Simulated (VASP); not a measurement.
Write the native input for VASP 6.6.1 that does the following.

* Task: single point
* Functional: r2SCAN
* Potentials or basis: VASP PAW PBE potentials, release 64 (Rb_sv, S, Zn)
* Cutoff: 520 eV
* k mesh: 4 × 4 × 2
* Occupations: fermi-dirac, width 0.1 eV
* Spin: no spin polarisation
* Dipole correction: no
* Further INCAR settings: ALGO = Normal; EDIFF = 1e-06; NBANDS = 48

Crystal: RbZn4S3.

```
Rb S Zn
1.0
     4.17843    0.00000    0.00000
     0.00000    4.17843    0.00000
     0.00000    0.00000   10.56815
Rb S Zn
1 3 4
Direct
  0.00000 0.00000 0.50000
  0.50000 0.50000 0.27771
  0.50000 0.50000 0.72229
  0.00000 0.00000 0.00000
  0.00000 0.50000 0.15339
  0.50000 0.00000 0.15339
  0.00000 0.50000 0.84661
  0.50000 0.00000 0.84661
```

These files were run (other wordings do the same):

POSCAR

```
RbZn4S3
1.0
    4.1784300000      0.0000000000      0.0000000000
    0.0000000000      4.1784300000      0.0000000000
    0.0000000000      0.0000000000     10.5681460000
Rb S Zn
1 3 4
Direct
    0.0000000000      0.0000000000      0.5000000000
    0.5000000000      0.5000000000      0.2777100000
    0.5000000000      0.5000000000      0.7222900000
    0.0000000000      0.0000000000      0.0000000000
    0.0000000000      0.5000000000      0.1533900000
    0.5000000000      0.0000000000      0.1533900000
    0.0000000000      0.5000000000      0.8466100000
    0.5000000000      0.0000000000      0.8466100000
```

INCAR.step1

```
SYSTEM = RbZn4S3
ALGO     = Normal         ! electronic algorithm
EDIFF    = 1E-4           ! SCF threshold, eV
ENCUT    = 520            ! plane-wave cutoff, eV
GGA      = PE             ! functional
ISMEAR   = -1             ! smearing method
LASPH    = .True.         ! aspherical terms in the spheres
LCHARG   = .False.        ! write CHGCAR
LREAL    = .False.        ! projectors in reciprocal space
LWAVE    = .True.         ! write WAVECAR
NBANDS   = 48             ! bands
NELM     = 60             ! most SCF steps
PREC     = Accurate       ! precision mode
SIGMA    = 0.1            ! smearing width, eV
```

INCAR.step2

```
SYSTEM = RbZn4S3
ALGO     = Normal         ! electronic algorithm
EDIFF    = 1E-6           ! SCF threshold, eV
ENCUT    = 520            ! plane-wave cutoff, eV
ISIF     = 2              ! what is computed and relaxed
ISMEAR   = -1             ! smearing method
ISTART   = 1            
LASPH    = .True.         ! aspherical terms in the spheres
LCHARG   = .True.         ! write CHGCAR
LELF     = .True.         ! ELF
LMIXTAU  = .True.       
LREAL    = .False.        ! projectors in reciprocal space
LVHAR    = .True.       
LWAVE    = .False.        ! write WAVECAR
METAGGA  = R2SCAN         ! meta-GGA
NBANDS   = 48             ! bands
NELM     = 60             ! most SCF steps
PREC     = Accurate       ! precision mode
SIGMA    = 0.1            ! smearing width, eV
```

KPOINTS

```
k-points
0
Gamma
  4 4 2
  0 0 0
```

Potentials or basis: VASP PAW PBE potentials, release 64 (Rb_sv, S, Zn).

Command:

```sh
$ cat potpaw_PBE.64/Rb_sv/POTCAR potpaw_PBE.64/S/POTCAR potpaw_PBE.64/Zn/POTCAR > POTCAR
$ cp INCAR.step1 INCAR
$ mpirun -np 1 vasp_std > vasp.out
$ cp INCAR.step2 INCAR
$ mpirun -np 1 vasp_std > vasp.out
```

Results of the run:

```yaml
Pressure: -0.1 GPa
Largest_force: 0.185 eV/Å
```

Caveat: the k points lie up to 0.38 Å⁻¹ apart; the PAW data sets were made with another functional, which shifts forces and pressure a little.

Run time: 9.1 min on 1 thread of Oxide Virtual Turin-like Processor (shared host), peak memory 0.31 GiB.
